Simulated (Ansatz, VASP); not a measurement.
One calculation of Ti, two programs

```xyz
2
Lattice="0.0000 2.8780 2.8780 2.8780 0.0000 2.8780 2.8780 2.8780 0.0000" Properties=species:S:1:pos:R:3 pbc="T T T"
Ti    0.7195    0.7195    0.7195
Ti    5.0365    5.0365    5.0365
```

Alike in both runs: task relaxation of cell and atoms; functional BLYP; k mesh 10 × 10 × 10; occupations fermi-dirac, width 0.1 eV; no spin polarisation.

|  | VASP | Ansatz |
| --- | --- | --- |
| version | VASP 6.6.1 | Ansatz 0.2.0 |
| potentials or method | VASP PAW PBE potentials, release 64 (Ti_sv), cutoff 600 eV | plane waves (420 eV) with PAW, scalar-relativistic |
| valence electrons in the cell | 24 | 24 |

|  | VASP | Ansatz | Ansatz less VASP |
| --- | --- | --- | --- |
| relaxed volume (Å³/atom) | 24.72 | 24.71 | -0.010 |
| relaxed cell length with the largest relative difference (Å) | 4.120 | 4.119 | -0.0006 |

VASP's potentials were made for PBE, not for BLYP.
